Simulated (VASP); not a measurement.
# ZnSe (I-4m2) in VASP: notebook

The runs below take ZnSe through single point, with PBE.

All numbers are computed with VASP 6.6.1; they aren't measurements. Logs are shortened: lines on timing, memory, paths and dates and some standing lists are left out, and cuts for length are marked.

### 1 The cell of the first run

The structure is tetragonal, space group I-4m2 (No. 119). The conventional cell has a = 4.626 Å, b = 4.626 Å, c = 4.253 Å, α = 90.00°, β = 90.00°, γ = 90.00°. Within 3.4 Å of Zn (site symmetry -4m2) lie 4 Se at 2.55 Å. Se (site symmetry -4m2) has 4 Zn at 2.55 Å within 3.4 Å.

### 2 Single point, PBE

The input, INCAR:

```
PREC     = Accurate       # precision mode
ENCUT    = 520            # plane-wave cutoff, eV
EDIFF    = 1E-6           # SCF threshold, eV
ISMEAR   = 0              # smearing method
SIGMA    = 0.05           # smearing width, eV
LREAL    = False          # projectors in reciprocal space
LASPH    = True           # aspherical terms in the spheres
NELM     = 60             # most SCF steps
ALGO     = Normal         # electronic algorithm
ISIF     = 2              # what is computed and relaxed
LWAVE    = False          # write WAVECAR
LCHARG   = True           # write CHGCAR
GGA      = PE             # functional
LELF     = True           # ELF
LVHAR    = True         
NBANDS   = 16             # bands
```

The input, KPOINTS:

```
Automatic mesh
0
Gamma
  10 10 10
```

The input, POSCAR:

```
ZnSe
1.0
    0.0000000000      3.2713831349      2.1263990377
    3.2713831349      0.0000000000      2.1263990377
    3.2713831349      3.2713831349      0.0000000000
Zn Se
1 1
Direct
    0.0000000000      0.0000000000      0.0000000000
    0.7500000000      0.7500000000      0.7500000000
```

Potentials or basis: VASP PAW PBE potentials, release 64 (Zn, Se).

Command:

```bash
$ cat potpaw_PBE.64/Zn/POTCAR potpaw_PBE.64/Se/POTCAR > POTCAR
$ mpirun -np 1 vasp_std > vasp.out
```

OUTCAR:

```text
PREC = Accurate
   ENCUT = 520
   EDIFF = 1E-6
   ISMEAR = 0
   LREAL = False
   LASPH = True
   NELM = 60
   ISIF = 2
   GGA = PE

 ion  position               nearest neighbor table
   1  0.000  0.000  0.000-   2 2.55   2 2.55   2 2.55   2 2.55
   2  0.750  0.750  0.750-   1 2.55   1 2.55   1 2.55   1 2.55

  LATTYP: Found a body centered tetragonal cell.
 ALAT       =     4.6264343971
 C/A-ratio  =     0.9192388155

  Lattice vectors:

 A1 = (   0.0000000000,  -3.2713831349,  -2.1263990377)
 A2 = (   0.0000000000,   3.2713831349,  -2.1263990377)
 A3 = (   3.2713831349,   0.0000000000,   2.1263990377)

Analysis of symmetry for initial positions (statically):
=====================================================================
 Subroutine PRICEL returns:
 Original cell was already a primitive cell.

 Routine SETGRP: Setting up the symmetry group for a
 body centered tetragonal supercell.

 Subroutine GETGRP returns: Found  8 space group operations
 (whereof  8 operations were pure point group operations)
 out of a pool of 16 trial point group operations.

The static configuration has the point symmetry D_2d.

Analysis of symmetry for dynamics (positions and initial velocities):
=====================================================================
 Subroutine PRICEL returns:
 Original cell was already a primitive cell.

 Routine SETGRP: Setting up the symmetry group for a
 body centered tetragonal supercell.

 Subroutine GETGRP returns: Found  8 space group operations
 (whereof  8 operations were pure point group operations)
 out of a pool of 16 trial point group operations.

The dynamic configuration has the point symmetry D_2d.

 Subroutine INISYM returns: Found  8 space group operations
 (whereof  8 operations are pure point group operations),
 and found     1 'primitive' translations

----------------------------------------------------------------------------------------

                                     Primitive cell

  volume of cell :      45.5132

  direct lattice vectors                    reciprocal lattice vectors
     0.000000000  3.271383135  2.126399038    -0.152840551  0.152840551  0.235139309
     3.271383135  0.000000000  2.126399038     0.152840551 -0.152840551  0.235139309
     3.271383135  3.271383135  0.000000000     0.152840551  0.152840551 -0.235139309

  length of vectors
     3.901733010  3.901733010  4.626434397     0.319391550  0.319391550  0.319391550
[... 80 lines left out ...]
   NELM   =     60;   NELMIN=  2; NELMDL= -5     # of ELM steps
   EDIFF  = 0.1E-05   stopping-criterion for ELM
   LREAL  =      F    real-space projection
   EDIFFG = 0.1E-04   stopping-criterion for IOM
   NSW    =      0    number of steps for IOM
   IBRION =     -1    ionic relax: 0-MD 1-quasi-New 2-CG
   NFREE  =      0    steps in history (QN), initial steepest desc. (CG)
   ISIF   =      2    stress and relaxation
   ISYM   =      2    0-nonsym 1-usesym 2-fastsym
   POTIM  = 0.5000    time-step for ionic-motion
   TEBEG  =    0.0;   TEEND  =   0.0 temperature during run
   PSTRESS=    0.0 pullay stress
   NELECT =      18.0000    total number of electrons
   NUPDOWN=      -1.0000    fix difference up-down
   EMIN   =  10.00;   EMAX   =-10.00  energy-range for DOS
   EFERMI =   0.00;   METHOD = LEGACY
   ISMEAR =     0;   SIGMA  =   0.05  broadening in eV -4-tet -1-fermi 0-gaus
   EFERMI_NEDOS =   21; number of points for ismear=-14 and -15
   IALGO  =     38    algorithm
   IMIX   =      4    mixing-type and parameters
     AMIX     =   0.40;   BMIX     =  1.00
     AMIX_MAG =   1.60;   BMIX_MAG =  1.00
  volume/ion in A,a.u.               =      22.76       153.57
  Fermi-wavevector in a.u.,A,eV,Ry     =   1.201673  2.270834 19.647073  1.444019
  Thomas-Fermi vector in A             =   2.337476
   LORBIT       =      0    0 simple, 1 ext, 2 COOP (PROOUT), +10 PAW based schemes
   GGA     = PE    functional components
   LHFCALC =     F    Hartree Fock is set to
   AEXX    =    0.0000 exact exchange contribution
   IVDW    =     0    specifies the selected vdW correction
   LEPSILON=     F    determine dielectric tensor
   LRPA    =     F    only Hartree local field effects (RPA)
 non-spin polarized calculation
 Gauss-broadening in eV      SIGMA  =   0.05
  energy-cutoff  :      520.00
  volume of cell :       45.51
 maximum number of plane-waves:      1239
 NGX is ok and might be reduce to    30

 number of electron      18.0000009 magnetization

 Free energy of the ion-electron system (eV)
  ---------------------------------------------------
  ext. energy  EPLUGINS =         0.00000000
  ---------------------------------------------------
  free energy    TOTEN  =        -5.65544034 eV

  energy without entropy =       -5.65542994  energy(sigma->0) =       -5.65543514

 E-fermi :   2.1866     XC(G=0):  -9.4785

 val. band max:        2.1215200739   @ k =   0.0000   0.0000   0.0000
 cond. band min:       2.2515876858   @ k =   0.0000   0.0000   0.0000
 fundamental gap:      0.1300676118
 Fermi energy:         2.1865538888

 k-point     1 :       0.0000    0.0000    0.0000
  band No.  band energies     occupation
      1     -11.3730      2.00000
      2      -4.8184      2.00000
      3      -4.8184      2.00000
      4      -4.7298      2.00000
      5      -4.6162      2.00000
      6      -4.6002      2.00000
[... 433 lines left out ...]
      3      -4.7515      2.00000
      4      -4.7360      2.00000
      5      -4.5085      2.00000
      6      -4.3669      2.00000
[... 8 lines left out ...]
     15      13.7211      0.00000
     16      17.7885      0.00000

 [... further k-points ...]

------------------------ aborting loop because EDIFF is reached ----------------------------------------

  FORCE on cell =-STRESS in cart. coord.  units (eV):
  Direction    XX          YY          ZZ          XY          YZ          ZX
  --------------------------------------------------------------------------------------
  -------------------------------------------------------------------------------------
  Total       -1.2052454     -1.2052454      1.0948668      0.0000000      0.0000000      0.0000000
  in kB      -42.4276018    -42.4276018     38.5420031      0.0000000      0.0000000      0.0000000
  external PRESSURE =     -15.4377335 kB  Pullay stress =       0.0000000 kB

 VOLUME and BASIS-vectors are now :
 -----------------------------------------------------------------------------
  energy-cutoff  :      520.00
  volume of cell :       45.51
      direct lattice vectors                 reciprocal lattice vectors
     0.000000000  3.271383135  2.126399038    -0.152840551  0.152840551  0.235139309
     3.271383135  0.000000000  2.126399038     0.152840551 -0.152840551  0.235139309
     3.271383135  3.271383135  0.000000000     0.152840551  0.152840551 -0.235139309

 POSITION                                       TOTAL-FORCE (eV/Angst)
 -----------------------------------------------------------------------------------
      0.00000      0.00000      0.00000         0.000000      0.000000      0.000000
      4.90707      4.90707      3.18960        -0.000000     -0.000000      0.000000
 -----------------------------------------------------------------------------------
    total drift:                                0.000003      0.000003      0.000000

  FREE ENERGIE OF THE ION-ELECTRON SYSTEM (eV)
  ---------------------------------------------------
  free  energy   TOTEN  =        -5.6554403357 eV

  energy  without entropy=       -5.6554299436  energy(sigma->0) =       -5.65543514
```

OSZICAR:

```text
N       E                     dE             d eps       ncg     rms          rms(c)
DAV:   1     0.853032289442E+02    0.85303E+02   -0.87516E+03  3280   0.129E+03
DAV:   2    -0.699018688774E+00   -0.86002E+02   -0.80715E+02  3752   0.248E+02
DAV:   3    -0.597497195068E+01   -0.52760E+01   -0.52552E+01  3912   0.595E+01
DAV:   4    -0.601591147566E+01   -0.40940E-01   -0.40936E-01  3984   0.562E+00
DAV:   5    -0.601609961421E+01   -0.18814E-03   -0.18814E-03  4056   0.350E-01    0.421E+00
DAV:   6    -0.568294284122E+01    0.33316E+00   -0.60835E-01  4720   0.228E+01    0.326E+00
DAV:   7    -0.565717737018E+01    0.25765E-01   -0.16624E-01  3744   0.358E+00    0.140E+00
DAV:   8    -0.565543624140E+01    0.17411E-02   -0.51232E-03  4240   0.733E-01    0.446E-01
DAV:   9    -0.565537438199E+01    0.61859E-04   -0.14243E-03  3792   0.329E-01    0.737E-02
DAV:  10    -0.565543355474E+01   -0.59173E-04   -0.13100E-04  4032   0.107E-01    0.178E-02
DAV:  11    -0.565544021907E+01   -0.66643E-05   -0.15002E-05  3808   0.341E-02    0.336E-03
DAV:  12    -0.565544033569E+01   -0.11662E-06   -0.96308E-07  2976   0.874E-03
   1 F= -.56554403E+01 E0= -.56554351E+01  d E =-.103921E-04
```

stdout:

```text
POSCAR found type information on POSCAR ZnSe
 POSCAR found :  2 types and       2 ions
 scaLAPACK will be used
 LDA part: xc-table for (Slater+PW92), standard interpolation
 POSCAR, INCAR and KPOINTS ok, starting setup
 FFT: planning ... GRIDC
 FFT: planning ... GRID_SOFT
 FFT: planning ... GRID
 WAVECAR not read
 entering main loop
```

Wall time 2.1 min (1 thread of Intel Xeon 8259CL, shared host); peak memory 0.23 GiB.

What came out:

| Property | Result |
| --- | --- |
| Free energy | -5.6554 eV |
| Pressure | -1.5 GPa |
| Band gap on the k mesh | 0.13 eV |

Levels at points of the mesh, in eV from the valence-band top:
| k point | band 5 | band 6 | band 7 | band 8 | band 9 | band 10 | band 11 | band 12 | band 13 | band 14 |
| --- | --- | --- | --- | --- | --- | --- | --- | --- | --- | --- |
| (0.00, 0.00, 0.00) | -6.74 | -6.72 | -0.96 | -0.96 | 0.00 | 0.13 | 6.30 | 6.61 | 6.61 | 7.71 |
| (0.50, 0.00, 0.00) | -6.63 | -6.62 | -5.22 | -2.09 | -0.91 | 1.01 | 4.62 | 6.85 | 8.39 | 10.57 |
| (0.50, 0.50, 0.00) | -6.60 | -6.31 | -3.75 | -3.75 | -3.23 | 0.46 | 2.49 | 10.40 | 10.40 | 11.72 |
| (0.50, 0.00, 0.50) | -6.71 | -6.69 | -5.67 | -1.54 | -1.11 | 3.35 | 4.81 | 7.78 | 7.93 | 8.23 |

Caveat: the stress differs along the axes, from -4 to 4 GPa; semilocal functionals underestimate gaps, and a narrow one can read as zero. A k mesh can miss the band edges.

### 3 Single point, PBE

This run uses another cell than the first one, of the same volume but with other edges.

The input, INCAR:

```
SYSTEM = ZnSe
  ALGO = Normal
  EDIFF = 1E-7
  ENCUT = 520
  GGA = PE
  ISIF = 2
  ISMEAR = 0
  LASPH = .True.
  LCHARG = .False.
  LREAL = .False.
  LWAVE = .False.
  NBANDS = 16
  NELM = 60
  PREC = Accurate
  SIGMA = 0.05
```

The input, KPOINTS:

```
k-points
0
Gamma
  10 10 10
  0 0 0
```

The input, POSCAR:

```
ZnSe
1.0
    0.0000000000      2.4755523210      3.7133284815
    2.4755523210      0.0000000000      3.7133284815
    2.4755523210      2.4755523210      0.0000000000
Zn Se
1 1
Direct
    0.0000000000      0.0000000000      0.0000000000
    0.7500000000      0.7500000000      0.7500000000
```

Potentials or basis: VASP PAW PBE potentials, release 64 (Zn, Se).

Command:

```bash
$ cat potpaw_PBE.64/Zn/POTCAR potpaw_PBE.64/Se/POTCAR > POTCAR
$ mpirun -np 1 vasp_std > vasp.out
```

It took 2 min on 1 thread of Intel Xeon 8259CL, shared host; peak memory 0.23 GiB.

Results (log left out):

- Free energy: -5.2014 eV
- Pressure: 0.8 GPa
- Band gap on the k mesh: zero (bands 9 and 10 overlap by 0.12 eV)

Stress tensor (GPa, compression positive):
```
  8.82   0.00   0.00
  0.00   8.82   0.00
  0.00   0.00 -15.37
```

Levels at points of the mesh, in eV from the Fermi level:
```
           k point  band 5  band 6  band 7  band 8  band 9  band 10  band 11  band 12  band 13  band 14
(0.00, 0.00, 0.00)   -7.35   -7.29   -2.80   -1.06   -0.13    -0.13     5.72     5.72     5.88     6.71
(0.50, 0.00, 0.00)   -7.33   -7.22   -5.77   -3.01   -0.14     0.02     6.00     6.82     7.52     9.57
(0.50, 0.50, 0.00)   -7.33   -7.28   -6.98   -1.21   -1.21     3.84     4.72     6.88     9.88     9.88
(0.50, 0.00, 0.50)   -7.27   -7.08   -4.61   -3.61   -3.00     1.53     1.58     6.46     7.48     8.17
```

Caveat: the stress differs along the axes, from -15 to 9 GPa; semilocal functionals underestimate gaps, and a narrow one can read as zero.

### 4 Single point, PBE

This run uses another cell than the first one, of the same volume but with other edges.

The input, INCAR:

```
SYSTEM = ZnSe
PREC     = Accurate       ! precision mode
ENCUT    = 520            ! plane-wave cutoff, eV
EDIFF    = 1E-6           ! SCF threshold, eV
ISMEAR   = 0              ! smearing method
SIGMA    = 0.05           ! smearing width, eV
LREAL    = .False.        ! projectors in reciprocal space
LASPH    = .True.         ! aspherical terms in the spheres
NELM     = 100            ! most SCF steps
ALGO     = Normal         ! electronic algorithm
ISIF     = 2              ! what is computed and relaxed
LWAVE    = .False.        ! write WAVECAR
LCHARG   = .False.        ! write CHGCAR
GGA      = PE             ! functional
NBANDS   = 16             ! bands
```

The input, KPOINTS:

```
regular mesh
0
Gamma
  10 10 10
  0 0 0
```

The input, POSCAR:

```
ZnSe
1.0
    0.0000000000      2.8726240025      2.7577190424
    2.8726240025      0.0000000000      2.7577190424
    2.8726240025      2.8726240025      0.0000000000
Zn Se
1 1
Direct
    0.0000000000      0.0000000000      0.0000000000
    0.7500000000      0.7500000000      0.7500000000
```

Command:

```bash
$ cat potpaw_PBE.64/Zn/POTCAR potpaw_PBE.64/Se/POTCAR > POTCAR
$ mpirun -np 1 vasp_std > vasp.out
```

Wall time 2 min (1 thread of Intel Xeon 8259CL, shared host); peak memory 0.22 GiB.

Results (log left out):

| Property | Result |
| --- | --- |
| Free energy | -6.0158 eV |
| Pressure | 2.3 GPa |
| Band gap on the k mesh | 1.19 eV |

Stress tensor (GPa, compression positive):
```
1.89 0.00 0.00
0.00 1.89 0.00
0.00 0.00 3.15
```

Levels at points of the mesh, in eV from the valence-band top:
```csv
k point,band 5,band 6,band 7,band 8,band 9,band 10,band 11,band 12,band 13,band 14
"(0.00, 0.00, 0.00)",-6.27,-6.26,-0.14,-0.14,0.00,1.19,5.71,5.73,5.73,9.84
"(0.50, 0.00, 0.00)",-6.24,-6.11,-5.31,-1.07,-0.84,2.43,6.13,6.48,8.50,10.86
"(0.50, 0.50, 0.00)",-6.21,-6.05,-4.68,-2.42,-2.42,2.78,3.12,10.90,11.13,11.13
"(0.50, 0.00, 0.50)",-6.22,-6.10,-4.92,-2.23,-2.16,2.96,3.50,10.50,10.91,11.31
```

### 5 The runs side by side

```csv
cell,gap on the mesh (eV),pressure (GPa)
"a = 3.902, b = 3.902, c = 4.626 Å, angles 53.6, 53.6, 72.7°, 2 atoms",0.13,-1.5
"a = 4.463, b = 4.463, c = 3.501 Å, angles 66.9, 66.9, 46.2°, 2 atoms",none,0.8
"a = 3.982, b = 3.982, c = 4.063 Å, angles 59.3, 59.3, 61.3°, 2 atoms",1.19,2.3
```

Alike in all rows: task single point; level PBE; potentials or basis VASP PAW PBE potentials, release 64 (Zn, Se); no spin polarisation; k mesh 10 × 10 × 10; cutoff (eV) 520; smearing gaussian 0.05 eV.

Caveats: semilocal functionals underestimate gaps, and a narrow one can read as zero (at least some runs); the stress differs along the axes, from -4 to 4 GPa (at least some runs); the stress differs along the axes, from -15 to 9 GPa (at least some runs).

Total energies depend on the potentials used, so only differences within one code and one set of settings carry meaning.

The gap in the log of VASP goes by the Fermi energy; the results here count the filled bands.